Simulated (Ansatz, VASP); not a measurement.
## One calculation of CaO, two programs

```
Ca O
1.0
     0.00000    2.39755    2.39755
     2.39755    0.00000    2.39755
     2.39755    2.39755    0.00000
Ca O
1 1
Cartesian
  0.0000 0.0000 0.0000
  2.3976 2.3976 2.3976
```

Alike in both runs: task single point; functional PBE; k mesh 6 × 6 × 6; occupations gaussian, width 0.5 eV; no spin polarisation.

```csv
,VASP,Ansatz
version,VASP 6.6.1,Ansatz 0.2.0
potentials or method,"VASP PAW PBE potentials, release 64 (Ca_sv, O)",plane waves
plane-wave cutoff (eV),520,420
valence electrons in the cell,16,16
```

|  | VASP | Ansatz | Ansatz less VASP |
| --- | --- | --- | --- |
| pressure (GPa) | 3.1 | 2.5 | -0.59 |
